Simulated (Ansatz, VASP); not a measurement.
One calculation of Hf, two programs

The input INCAR:

```
SYSTEM = Hf
PREC = Accurate ; ENCUT = 500
EDIFF = 1E-6 ; ISMEAR = -4
SIGMA = 0.1 ; LREAL = .FALSE.
LASPH = .TRUE. ; NELM = 120
ALGO = Normal ; ISIF = 2
LWAVE = .FALSE. ; LCHARG = .TRUE.
GGA = PE ; LELF = .TRUE.
LVHAR = .TRUE. ; NBANDS = 17
GGA_COMPAT = .FALSE.
```

KPOINTS

```
regular mesh
0
G
  7 7 4
  0 0 0
```

POSCAR

```
Hf
1.0
    1.5749050000      2.7278130000      0.0000000000
   -1.5749050000      2.7278130000      0.0000000000
    0.0000000000      0.0000000000      5.1432510000
Hf
2
Direct
    0.3333300000      0.3333400000      0.2500000000
    0.6666600000      0.6666700000      0.7500000000
```

Input for Ansatz:

```yaml
crystal:
  lattice:
    - [1.574905, 2.727813, 0.0]
    - [-1.574905, 2.727813, 0.0]
    - [0.0, 0.0, 5.143251]
  atoms:
    - { symbol: Hf, position: [0.33333, 0.33334, 0.25] }
    - { symbol: Hf, position: [0.66666, 0.66667, 0.75] }
  symmetry: { tolerance: 0.0003 }
kpoints:
  mp_grid: { grid: [7, 7, 4], shift: [0, 0, 0] }
magnetization:
  spin_polarized: false
scf:
  occupations: { method: tetrahedron_uncorrected }
hamiltonian:
  pseudopotentials: { kind: paw }
  xc: pbe
basis:
  ecutwfc: 420
output:
  forces: true
  stress: true
  eigenvalues: true
```

Alike in both runs: task single point; functional PBE; k mesh 7 × 7 × 4; no spin polarisation.

```csv
,VASP,Ansatz
version,VASP 6.6.1,Ansatz 0.2.0
potentials or method,"VASP PAW PBE potentials, release 64 (Hf_pv), cutoff 500 eV",PAW plane waves
occupations,tetrahedron,tetrahedron-uncorrected
valence electrons in the cell,20,52
```

|  | VASP | Ansatz | Ansatz less VASP |
| --- | --- | --- | --- |
| gap on the k mesh at the Fermi level (eV) | none | none | - |
| pressure (GPa) | 1.7 | 2.2 | +0.44 |
| traceless stress, the component that is largest in VASP (GPa) | -2.27 | -2.22 | +0.046 |

A gap of «none» marks a metal or a gap that the smearing closes. VASP's potentials hold 20 valence electrons a cell and Ansatz's 52, so a difference there can come from the potentials and not from the codes. Ansatz's warnings: band table not solved further, structure snapped to symmetry.

Neither program's run includes spin-orbit coupling.
